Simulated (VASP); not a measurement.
**HfB2: single point with PBE**

The system is HfB2.

```xyz
3
Lattice="3.1267 0.0000 0.0000 -1.5633 2.7078 0.0000 0.0000 0.0000 3.4612" Properties=species:S:1:pos:R:3 pbc="T T T"
Hf    0.0000    0.0000    0.0000
B     0.0000    1.8052    1.7306
B     1.5633    0.9026    1.7306
```

| Quantity | Value |
| --- | --- |
| Program | VASP 6.6.1 |
| Task | single point |
| Functional | PBE |
| Potentials or basis | VASP PAW PBE potentials, release 64 (Hf_pv, B) |
| Cutoff | 500 eV |
| k mesh | 11 × 11 × 9 |
| Occupations | fermi-dirac, width 0.15 eV |
| Spin | no spin polarisation |

```
Pressure               : 4.7 GPa
Band gap on the k mesh : zero (bands 8 and 9 overlap by 1.31 eV)
```

Stress tensor (GPa, compression positive):
```
4.57 0.00 0.00
0.00 4.57 0.00
0.00 0.00 4.90
```

Levels at points of the mesh, in eV from the Fermi level:
| k point | band 6 | band 7 | band 8 | band 9 | band 10 | band 11 |
| --- | --- | --- | --- | --- | --- | --- |
| (0.00, 0.00, 0.00) | -2.91 | -2.91 | -2.74 | 4.12 | 4.12 | 4.77 |

Run time: 10 s on 1 thread of Intel(R) Xeon(R) 6975P-C (Granite Rapids), with other jobs on the host, peak memory 0.16 GiB.

Caveat: the cell stands under pressure; spin-orbit coupling is left out, which moves the levels of the heavy elements.
